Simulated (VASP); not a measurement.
## BN (m.b): single point with PBE

The system is BN (m.b).

```xyz
2
Lattice="0.0000 1.8120 1.8120 1.8120 0.0000 1.8120 1.8120 1.8120 0.0000" Properties=species:S:1:pos:R:3 pbc="T T T"
B     0.0000    0.0000    0.0000
N     0.9060    0.9060    0.9060
```

```yaml
Program: VASP 6.6.1
Task: single point
Functional: PBE
Potentials_or_basis: VASP PAW PBE potentials, release 64 (B, N)
Cutoff: 600 eV
k_mesh: 12 × 12 × 12
Occupations: gaussian, width 0.02 eV
Spin: no spin polarisation
```

```
Pressure               : 0.2 GPa
Band gap on the k mesh : 4.45 eV, indirect (least direct gap 8.78 eV)
```

Levels at points of the mesh, in eV from the valence-band top:
| k point | band 1 | band 2 | band 3 | band 4 | band 5 | band 6 | band 7 | band 8 |
| --- | --- | --- | --- | --- | --- | --- | --- | --- |
| (0.00, 0.00, 0.00) | -20.15 | 0.00 | 0.00 | 0.00 | 8.78 | 8.78 | 8.78 | 10.23 |
| (0.50, 0.00, 0.00) | -15.96 | -10.62 | -1.93 | -1.93 | 10.05 | 10.66 | 10.66 | 15.18 |
| (0.50, 0.50, 0.00) | -14.61 | -8.87 | -4.87 | -4.87 | 4.45 | 9.19 | 17.80 | 17.80 |

Run time: 9.6 s on 1 thread of AMD EPYC 9R45 (Zen 5), with other jobs on the host, peak memory 0.09 GiB.

A k mesh can miss the band edges.
